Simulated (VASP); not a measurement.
# NiSb (P6_3/mmc) in VASP: a series of runs

Runs on NiSb. Level: PBE. Tasks: electric field gradients.

All numbers are computed with VASP 6.6.1; they aren't measurements. Logs are shortened: lines on timing, memory, paths and dates and some standing lists are left out, and cuts for length are marked.

**1. The cell of the first run**

It takes space group P6_3/mmc (No. 194, hexagonal). Conventional cell: a = 3.940 Å, b = 3.940 Å, c = 5.140 Å, α = 90.00°, β = 90.00°, γ = 120.00°. Within 3.4 Å of Ni (site symmetry -3m) lie 2 Ni at 2.57 Å and 6 Sb at 2.61 Å. Within 3.4 Å of Sb (site symmetry -6m2) lie 6 Ni at 2.61 Å.

**2. Electric field gradients, PBE, collinear spin, ferromagnetic start**

Input file INCAR:

```
SYSTEM = NiSb
PREC     = Accurate       ! precision mode
ENCUT    = 520            ! plane-wave cutoff, eV
EDIFF    = 1E-8           ! SCF threshold, eV
ISMEAR   = -1             ! smearing method
SIGMA    = 0.05           ! smearing width, eV
LREAL    = .False.        ! projectors in reciprocal space
LASPH    = .True.         ! aspherical terms in the spheres
NELM     = 150            ! most SCF steps
ALGO     = Normal         ! electronic algorithm
ISIF     = 2              ! what is computed and relaxed
LWAVE    = .False.        ! write WAVECAR
LCHARG   = .False.        ! write CHGCAR
ISPIN    = 2              ! spin polarisation
MAGMOM   = 1.5 1.5 0 0    ! initial moments
LORBIT   = 11             ! projections on sites
LMAXMIX  = 4              ! l up to which the mixer works
GGA      = PE             ! functional
LEFG     = .True.       
NBANDS   = 27             ! bands
```

Input file KPOINTS:

```
regular mesh
0
Gamma
  10 10 7
  0 0 0
```

Input file POSCAR:

```
NiSb
1.0
    3.9399999606      0.0000000000      0.0000000000
   -1.9699999803      3.4121400568      0.0000000000
    0.0000000000      0.0000000000      5.1400000000
Ni Sb
2 2
Direct
    0.0000000000      0.0000000000      0.0000000000
    0.0000000000      0.0000000000      0.5000000000
    0.3333333333      0.6666666667      0.2500000000
    0.6666666667      0.3333333333      0.7500000000
```

Potentials or basis: VASP PAW PBE potentials, release 64 (Ni, Sb).

Run with:

```console
cat potpaw_PBE.64/Ni/POTCAR potpaw_PBE.64/Sb/POTCAR > POTCAR
mpirun -np 1 vasp_std > vasp.out
```

OUTCAR:

```text
SYSTEM = NiSb
   PREC = Accurate
   ENCUT = 520
   EDIFF = 1E-8
   ISMEAR = -1
   LREAL = .False.
   LASPH = .True.
   NELM = 150
   ISIF = 2
   ISPIN = 2
   LORBIT = 11
   GGA = PE

 ion  position               nearest neighbor table
   1  0.000  0.000  0.000-   2 2.57   2 2.57   4 2.61   3 2.61   4 2.61   3 2.61   4 2.61   3 2.61

   2  0.000  0.000  0.500-   1 2.57   1 2.57   4 2.61   3 2.61   4 2.61   3 2.61   4 2.61   3 2.61

   3  0.333  0.667  0.250-   1 2.61   2 2.61   1 2.61   2 2.61   1 2.61   2 2.61   4 3.43   4 3.43
                             4 3.43   4 3.43   4 3.43   4 3.43
   4  0.667  0.333  0.750-   1 2.61   2 2.61   1 2.61   2 2.61   1 2.61   2 2.61   3 3.43   3 3.43
                             3 3.43   3 3.43   3 3.43   3 3.43

  LATTYP: Found a hexagonal cell.
 ALAT       =     3.9399999606
 C/A-ratio  =     1.3045685410

  Lattice vectors:

 A1 = (   3.9399999606,   0.0000000000,   0.0000000000)
 A2 = (  -1.9699999803,   3.4121400568,   0.0000000000)
 A3 = (   0.0000000000,   0.0000000000,   5.1400000000)

Analysis of symmetry for initial positions (statically):
=====================================================================
 Subroutine PRICEL returns:
 Original cell was already a primitive cell.

 Routine SETGRP: Setting up the symmetry group for a
 hexagonal supercell.

 Subroutine GETGRP returns: Found 24 space group operations
 (whereof 12 operations were pure point group operations)
 out of a pool of 24 trial point group operations.

The static configuration has the point symmetry D_3d.
 The point group associated with its full space group is D_6h.

Analysis of symmetry for dynamics (positions and initial velocities):
=====================================================================
 Subroutine PRICEL returns:
 Original cell was already a primitive cell.

 Routine SETGRP: Setting up the symmetry group for a
 hexagonal supercell.

 Subroutine GETGRP returns: Found 24 space group operations
 (whereof 12 operations were pure point group operations)
 out of a pool of 24 trial point group operations.

The dynamic configuration has the point symmetry D_3d.
 The point group associated with its full space group is D_6h.

Analysis of structural, dynamic, and magnetic symmetry:
=====================================================================
 Subroutine PRICEL returns:
 Original cell was already a primitive cell.

 Routine SETGRP: Setting up the symmetry group for a
 hexagonal supercell.

 Subroutine GETGRP returns: Found 24 space group operations
 (whereof 12 operations were pure point group operations)
 out of a pool of 24 trial point group operations.

The overall configuration has the point symmetry D_3d.
 The point group associated with its full space group is D_6h.

 Subroutine INISYM returns: Found 24 space group operations
 (whereof 12 operations are pure point group operations),
 and found     1 'primitive' translations

----------------------------------------------------------------------------------------

                                     Primitive cell

  volume of cell :      69.1013

  direct lattice vectors                    reciprocal lattice vectors
     3.939999961  0.000000000  0.000000000     0.253807109  0.146535603  0.000000000
    -1.969999980  3.412140057  0.000000000     0.000000000  0.293071206  0.000000000
     0.000000000  0.000000000  5.140000000     0.000000000  0.000000000  0.194552529

  length of vectors
     3.939999961  3.939999961  5.140000000     0.293071206  0.293071206  0.194552529

  position of ions in fractional coordinates (direct lattice)
     0.000000000  0.000000000  0.000000000
     0.000000000  0.000000000  0.500000000
     0.333333333  0.666666667  0.250000000
     0.666666667  0.333333333  0.750000000

  ion indices of the primitive-cell ions
   primitive index   ion index
                 1           1
                 2           2
                 3           3
                 4           4

----------------------------------------------------------------------------------------

[... 83 lines left out ...]
   EFERMI =   0.00;   METHOD = LEGACY
   ISMEAR =    -1;   SIGMA  =   0.05  broadening in eV -4-tet -1-fermi 0-gaus
   EFERMI_NEDOS =   21; number of points for ismear=-14 and -15
   IALGO  =     38    algorithm
   IMIX   =      4    mixing-type and parameters
     AMIX     =   0.40;   BMIX     =  1.00
     AMIX_MAG =   1.60;   BMIX_MAG =  1.00
  volume/ion in A,a.u.               =      17.28       116.58
  Fermi-wavevector in a.u.,A,eV,Ry     =   1.239614  2.342531 20.907300  1.536643
  Thomas-Fermi vector in A             =   2.374090
   LORBIT       =     11    0 simple, 1 ext, 2 COOP (PROOUT), +10 PAW based schemes
   GGA     = PE    functional components
   LHFCALC =     F    Hartree Fock is set to
   AEXX    =    0.0000 exact exchange contribution
   IVDW    =     0    specifies the selected vdW correction
   LEPSILON=     F    determine dielectric tensor
   LRPA    =     F    only Hartree local field effects (RPA)
 spin polarized calculation
  energy-cutoff  :      520.00
  volume of cell :       69.10
 maximum number of plane-waves:      1903
 NGX is ok and might be reduce to    30
   NGX = 15   NGY = 15   NGZ = 19

 number of electron      30.0000030 magnetization       0.0000784

 number of electron      30.0000030 magnetization      -0.0000030

 Free energy of the ion-electron system (eV)
  ---------------------------------------------------
  ext. energy  EPLUGINS =         0.00000000
  ---------------------------------------------------
  free energy    TOTEN  =       -20.30501048 eV

  energy without entropy =      -20.28609796  energy(sigma->0) =      -20.29555422

 E-fermi :   9.8901     XC(G=0): -11.4816

 val. band max:        9.8766309508   @ k =   0.0000   0.0000   0.0000
 cond. band min:       9.8958710615   @ k =   0.2000   0.2000   0.2857
 fundamental gap:      0.0192401107
 Fermi energy:         9.8901436805

 spin component 1

 k-point     1 :       0.0000    0.0000    0.0000
  band No.  band energies     occupation
      1      -2.9961      1.00000
      2       1.4997      1.00000
      3       3.7151      1.00000
      4       6.0279      1.00000
      5       6.0279      1.00000
      6       6.7893      1.00000
[... 709 lines left out ...]
     26      22.5819      0.00000
     27      23.1242      0.00000

 [... further k-points ...]

 spin component 2

 k-point     1 :       0.0000    0.0000    0.0000
  band No.  band energies     occupation
      1      -2.9961      1.00000
      2       1.4997      1.00000
      3       3.7151      1.00000
      4       6.0279      1.00000
      5       6.0279      1.00000
      6       6.7893      1.00000
[... 709 lines left out ...]
     26      22.5819      0.00000
     27      23.1242      0.00000

 [... further k-points ...]
[... 5 lines left out ...]
  --------------------------------------------------------------------------------------
  -------------------------------------------------------------------------------------
  Total        1.1129084      1.1129084      0.9627921      0.0000000      0.0000000      0.0000000
  in kB       25.8038091     25.8038091     22.3232248      0.0000000      0.0000000      0.0000000
  external PRESSURE =      24.6436143 kB  Pullay stress =       0.0000000 kB

 VOLUME and BASIS-vectors are now :
 -----------------------------------------------------------------------------
  energy-cutoff  :      520.00
  volume of cell :       69.10
      direct lattice vectors                 reciprocal lattice vectors
     3.939999961  0.000000000  0.000000000     0.253807109  0.146535603  0.000000000
    -1.969999980  3.412140057  0.000000000     0.000000000  0.293071206  0.000000000
     0.000000000  0.000000000  5.140000000     0.000000000  0.000000000  0.194552529

 POSITION                                       TOTAL-FORCE (eV/Angst)
 -----------------------------------------------------------------------------------
      0.00000      0.00000      0.00000         0.000000      0.000000      0.000000
      0.00000      0.00000      2.57000         0.000000      0.000000      0.000000
     -0.00000      2.27476      1.28500        -0.000000      0.000000      0.000000
      1.97000      1.13738      3.85500         0.000000      0.000000     -0.000000
 -----------------------------------------------------------------------------------
    total drift:                                0.000000      0.000000     -0.000000

  FREE ENERGIE OF THE ION-ELECTRON SYSTEM (eV)
  ---------------------------------------------------
  free  energy   TOTEN  =       -20.3050104813 eV

  energy  without entropy=      -20.2860979636  energy(sigma->0) =      -20.29555422

 Electric field gradients (V/A^2)
---------------------------------------------------------------------
 ion       V_xx      V_yy      V_zz      V_xy      V_xz      V_yz
---------------------------------------------------------------------
   1      10.566    10.564   -21.130    -0.002    -0.000     0.000
   2      10.566    10.564   -21.130    -0.002     0.000    -0.000
   3     -38.243   -38.243    76.485    -0.000     0.000     0.000
   4     -38.243   -38.243    76.485    -0.000    -0.000     0.000
---------------------------------------------------------------------

 Electric field gradients after diagonalization (V/A^2)
 (convention: |V_zz| > |V_xx| > |V_yy|)
----------------------------------------------------------------------
 ion       V_xx      V_yy      V_zz     asymmetry (V_yy - V_xx)/ V_zz
----------------------------------------------------------------------
   1      10.567    10.563   -21.130       0.000
   2      10.567    10.563   -21.130       0.000
   3     -38.243   -38.243    76.485       0.000
   4     -38.243   -38.243    76.485       0.000
----------------------------------------------------------------------

           NMR quadrupolar parameters

 Cq : quadrupolar parameter    Cq=e*Q*V_zz/h
 eta: asymmetry parameters     (V_yy - V_xx)/ V_zz
 Q  : nuclear electric quadrupole moment in mb (millibarn)
----------------------------------------------------------------------
 ion       Cq(MHz)       eta       Q (mb)
----------------------------------------------------------------------
   1      -0.051       0.000       1.000
   2      -0.051       0.000       1.000
   3       0.185       0.000       1.000
   4       0.185       0.000       1.000
----------------------------------------------------------------------

 total charge

# of ion       s       p       d       tot
------------------------------------------
    1        0.447   0.477   8.461   9.384
    2        0.447   0.477   8.461   9.384
    3        1.133   1.217   0.074   2.425
    4        1.133   1.217   0.074   2.425
--------------------------------------------------
tot          3.159   3.388  17.070  23.618

 magnetization (x)

# of ion       s       p       d       tot
------------------------------------------
    1       -0.000  -0.000  -0.000  -0.000
    2       -0.000  -0.000  -0.000  -0.000
    3       -0.000   0.000   0.000   0.000
    4       -0.000   0.000   0.000   0.000
--------------------------------------------------
tot         -0.000   0.000  -0.000  -0.000
```

Run time: 2.1 min. Hardware: 1 thread of Intel Xeon 6975P-C (Granite Rapids), shared host; peak memory 0.32 GiB.

What came out:

```
Free energy                                           : -20.3050 eV
Pressure                                              : 2.5 GPa
Band gap on the k mesh                                : zero (filled and empty bands overlap)
Net moment                                            : 0.00 μB per cell
Valence electrons inside the program's atomic spheres : Ni 9.38; Sb 2.42
```

Electric field gradients, principal values (V/Å²):
```
atom    least   middle  greatest (by size)
1 Ni   10.563   10.567             -21.130
2 Ni   10.563   10.567             -21.130
3 Sb  -38.243  -38.243              76.485
4 Sb  -38.243  -38.243              76.485
```

Caveat: the starting moments collapsed, and a magnetic state may lie lower; without QUAD_EFG the Cq values of the log hold for a quadrupole moment of 1 mb, not for the nuclei; spin-orbit coupling is left out, which moves the levels of the heavy elements.

**3. Electric field gradients, PBE, collinear spin, ferromagnetic start**

Input file INCAR:

```
SYSTEM = NiSb
PREC     = Accurate       ! precision mode
ENCUT    = 520            ! plane-wave cutoff, eV
EDIFF    = 1E-8           ! SCF threshold, eV
ISMEAR   = -1             ! smearing method
SIGMA    = 0.05           ! smearing width, eV
LREAL    = .FALSE.        ! projectors in reciprocal space
LASPH    = .TRUE.         ! aspherical terms in the spheres
NELM     = 150            ! most SCF steps
ALGO     = Normal         ! electronic algorithm
ISIF     = 2              ! what is computed and relaxed
LWAVE    = .FALSE.        ! write WAVECAR
LCHARG   = .FALSE.        ! write CHGCAR
ISPIN    = 2              ! spin polarisation
MAGMOM   = 1.5 1.5 0 0    ! initial moments
LORBIT   = 11             ! projections on sites
LMAXMIX  = 4              ! l up to which the mixer works
GGA      = PE             ! functional
LEFG     = .TRUE.       
NBANDS   = 27             ! bands
```

Input file KPOINTS:

```
Automatic mesh
0
G
  10 10 7
  0 0 0
```

POSCAR is that of step 2.

Potentials or basis: VASP PAW PBE potentials, release 64 (Ni, Sb).

Run with:

```console
cat potpaw_PBE.64/Ni/POTCAR potpaw_PBE.64/Sb/POTCAR > POTCAR
mpirun -np 1 vasp_std > vasp.out
```

OUTCAR:

```text
SYSTEM = NiSb
   PREC = Accurate
   ENCUT = 520
   EDIFF = 1E-8
   ISMEAR = -1
   LREAL = .FALSE.
   LASPH = .TRUE.
   NELM = 150
   ISIF = 2
   ISPIN = 2
   LORBIT = 11
   GGA = PE

 ion  position               nearest neighbor table
   1  0.000  0.000  0.000-   2 2.57   2 2.57   4 2.61   3 2.61   4 2.61   3 2.61   4 2.61   3 2.61

   2  0.000  0.000  0.500-   1 2.57   1 2.57   4 2.61   3 2.61   4 2.61   3 2.61   4 2.61   3 2.61

   3  0.333  0.667  0.250-   1 2.61   2 2.61   1 2.61   2 2.61   1 2.61   2 2.61   4 3.43   4 3.43
                             4 3.43   4 3.43   4 3.43   4 3.43
   4  0.667  0.333  0.750-   1 2.61   2 2.61   1 2.61   2 2.61   1 2.61   2 2.61   3 3.43   3 3.43
                             3 3.43   3 3.43   3 3.43   3 3.43

  LATTYP: Found a hexagonal cell.
 ALAT       =     3.9399999606
 C/A-ratio  =     1.3045685410

  Lattice vectors:

 A1 = (   3.9399999606,   0.0000000000,   0.0000000000)
[... 1706 lines left out ...]
   3     -38.243   -38.243    76.485       0.000
   4     -38.243   -38.243    76.485       0.000
----------------------------------------------------------------------

           NMR quadrupolar parameters

 Cq : quadrupolar parameter    Cq=e*Q*V_zz/h
 eta: asymmetry parameters     (V_yy - V_xx)/ V_zz
 Q  : nuclear electric quadrupole moment in mb (millibarn)
----------------------------------------------------------------------
 ion       Cq(MHz)       eta       Q (mb)
----------------------------------------------------------------------
   1      -0.051       0.000       1.000
   2      -0.051       0.000       1.000
   3       0.185       0.000       1.000
   4       0.185       0.000       1.000
----------------------------------------------------------------------

 total charge

# of ion       s       p       d       tot
------------------------------------------
    1        0.447   0.477   8.461   9.384
    2        0.447   0.477   8.461   9.384
    3        1.133   1.217   0.074   2.425
    4        1.133   1.217   0.074   2.425
--------------------------------------------------
tot          3.159   3.388  17.070  23.618

 magnetization (x)

# of ion       s       p       d       tot
------------------------------------------
    1       -0.000  -0.000  -0.000  -0.000
    2       -0.000  -0.000  -0.000  -0.000
    3       -0.000   0.000   0.000   0.000
    4       -0.000   0.000   0.000   0.000
--------------------------------------------------
tot         -0.000   0.000  -0.000  -0.000
```

stdout:

```text
POSCAR found type information on POSCAR NiSb
 POSCAR found :  2 types and       4 ions
 scaLAPACK will be used
 LDA part: xc-table for (Slater+PW92), standard interpolation
 POSCAR, INCAR and KPOINTS ok, starting setup
 FFT: planning ... GRIDC
 FFT: planning ... GRID_SOFT
 FFT: planning ... GRID
 WAVECAR not read
 entering main loop
ion   1

ion   2

ion   3

ion   4
```

It took 2.1 min on 1 thread of Intel Xeon 6975P-C (Granite Rapids), shared host; peak memory 0.32 GiB.

Results:

| Property | Result |
| --- | --- |
| Free energy | -20.3050 eV |
| Pressure | 2.5 GPa |
| Band gap on the k mesh | zero (filled and empty bands overlap) |
| Net moment | 0.00 μB per cell |
| Valence electrons inside the program's atomic spheres | Ni 9.38; Sb 2.42 |

Electric field gradients, principal values (V/Å²):
| atom | least | middle | greatest (by size) |
| --- | --- | --- | --- |
| 1 Ni | 10.563 | 10.567 | -21.130 |
| 2 Ni | 10.563 | 10.567 | -21.130 |
| 3 Sb | -38.243 | -38.243 | 76.485 |
| 4 Sb | -38.243 | -38.243 | 76.485 |

Caveat: the starting moments collapsed, and a magnetic state may lie lower; without QUAD_EFG the Cq values of the log hold for a quadrupole moment of 1 mb, not for the nuclei; spin-orbit coupling is left out, which moves the levels of the heavy elements.
